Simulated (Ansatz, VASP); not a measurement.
**CdS4 in VASP and in Ansatz**

```xyz
5
Lattice="3.6651 0.0000 0.0000 -1.8325 3.1741 0.0000 0.0000 0.0000 8.3382" Properties=species:S:1:pos:R:3 pbc="T T T"
Cd    0.0000    0.0000    0.0000
S     0.0000    2.1160    6.7195
S     0.0000    2.1160    3.4727
S     1.8325    1.0580    1.6186
S     1.8325    1.0580    4.8655
```

Change from the starting cell: species swapped into the Co4H type (P-3m1, No. 164).

Alike in both runs: functional PBE; k mesh 6 × 6 × 2; occupations gaussian, width 0.1 eV; no spin polarisation.

Ansatz relaxed the structure, and its values are those at the end. VASP's run is a single point on that final structure, the one shown.

|  | VASP | Ansatz |
| --- | --- | --- |
| version | VASP 6.6.1 | Ansatz 0.2.0 |
| potentials or method | VASP PAW PBE potentials, release 64 (Cd, S), cutoff 520 eV | scalar-relativistic, plane waves, PAW |
| valence electrons in the cell | 36 | 44 |

|  | VASP | Ansatz | Ansatz less VASP |
| --- | --- | --- | --- |
| gap on the k mesh at the Fermi level (eV) | none | none | - |
| pressure (GPa) | 0.2 | 0.0 | -0.15 |
| rms of the force components (eV/Å) | 0.017 | 0.002 | -0.0152 |

A gap of «none» marks a metal or a gap that the smearing closes. VASP's potentials hold 36 valence electrons a cell and Ansatz's 44, so a difference there can come from the potentials and not from the codes.

The k mesh is coarse, so the values compare programs but aren't converged.
